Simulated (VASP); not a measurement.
Wanted: the native input for a VASP 6.6.1 run.

- Task: single point
- Functional: PBEsol
- Potentials or basis: VASP PAW PBE potentials, release 64 (Al, Ga_d, N)
- Cutoff: 520 eV
- k mesh: 4 × 4 × 4
- Occupations: gaussian, width 0.05 eV
- Spin: no spin polarisation
- Dipole correction: no
- Further INCAR settings: LREAL = Auto; ALGO = Normal; EDIFF = 1e-07; NBANDS = 54

The structure of Al5Ga2N8 (a cell with a defect) lies in POSCAR:

```
Al5Ga2N8
1.0
   -4.4069948372      4.4069948372      0.0000000000
    0.0000000000      4.4069948372     -4.4069948372
   -4.4069948372      0.0000000000     -4.4069948372
Al Ga N
5 2 8
Direct
    0.4831554333      0.0000827094      0.0197920586
    0.2836319411      0.4688785842      0.2836321680
    0.0197920586      0.0000829363      0.4831552064
    0.5251914480     -0.0272498617      0.5251914480
   -0.0299259484      0.5109197045     -0.0299261753
    0.5282540793      0.4788217545      0.5282540793
   -0.0286787266      0.0434366291     -0.0286789535
    0.6487057747      0.0971786934      0.6487057747
    0.0846934280      0.6588942368      0.0846929742
    0.6443879798      0.6111308498      0.6443888874
    0.1131239129      0.1415827617      0.1131239129
    0.1449394709      0.6192343311      0.5902583498
    0.5855832819      0.1388861396      0.1568875221
    0.5902584632      0.6192342176      0.1449395844
    0.1568874087      0.1388862530      0.5855831684
```

These files were run (other wordings do the same):

INCAR

```
PREC = Accurate ; ENCUT = 520
EDIFF = 1E-7 ; ISMEAR = 0
SIGMA = 0.05 ; LREAL = Auto
LASPH = True ; NELM = 100
ALGO = Normal ; ISIF = 2
LWAVE = False ; LCHARG = False
GGA = PS ; NBANDS = 54
```

KPOINTS

```
Automatic mesh
0
Gamma
  4 4 4
```

Potentials or basis: VASP PAW PBE potentials, release 64 (Al, Ga_d, N).

Launch:

```bash
$ cat potpaw_PBE.64/Al/POTCAR potpaw_PBE.64/Ga_d/POTCAR potpaw_PBE.64/N/POTCAR > POTCAR
$ mpirun -np 1 vasp_std > vasp.out
```

Results of the run:

```json
{
  "Pressure": "-5.7 GPa",
  "Largest force": "2.226 eV/Å",
  "Band gap on the k mesh": "zero (an odd number of electrons rules out a gap without spin polarisation)"
}
```

Caveat: the PAW data sets were made with another functional, which shifts forces and pressure a little.

Wall time 7.6 min on 1 thread of AMD EPYC 9R45 (Zen 5) (shared host), peak memory 0.36 GiB.
